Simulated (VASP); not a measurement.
Ti, 3 atoms in the cell. The structure is orthorhombic, space group Amm2 (No. 38). The conventional cell has a = 2.784 Å, b = 4.503 Å, c = 7.799 Å, α = 90.00°, β = 90.00°, γ = 90.00°. Within 3.7 Å of Ti (site symmetry mm2) lie 14 Ti at 2.78 to 3.05 Å. Ti (site symmetry mm2) has 11 Ti at 2.60 to 3.05 Å within 3.4 Å. Ti (site symmetry mm2) has 11 Ti at 2.60 to 3.00 Å within 3.4 Å.  This cell differs from its parent crystal: atoms displaced along a vibrational mode, the cell strained.

* Program: VASP 6.6.1
* Task: single point
* Functional: PBE
* Potentials or basis: VASP PAW PBE potentials, release 64 (Ti_sv)
* Cutoff: 500 eV
* k mesh: 12 × 12 × 14
* Occupations: gaussian, width 0.15 eV
* Spin: no spin polarisation
* Dipole correction: no
* Further INCAR settings: ALGO = Normal; EDIFF = 1e-06; NBANDS = 25

Potentials or basis: VASP PAW PBE potentials, release 64 (Ti_sv).

The run is started by

```console
$ cat potpaw_PBE.64/Ti_sv/POTCAR > POTCAR
$ mpirun -np 1 vasp_std > vasp.out
```

Hardware: 1 thread of Intel(R) Xeon(R) Platinum 8488C (Sapphire Rapids), with other jobs on the host.

Q: Estimate the wall time of this run.

A: It took 3.9 min on 1 thread of Intel(R) Xeon(R) Platinum 8488C (Sapphire Rapids), on a shared host, peak memory 0.39 GiB. Counts: scf iterations 16, k points 344.
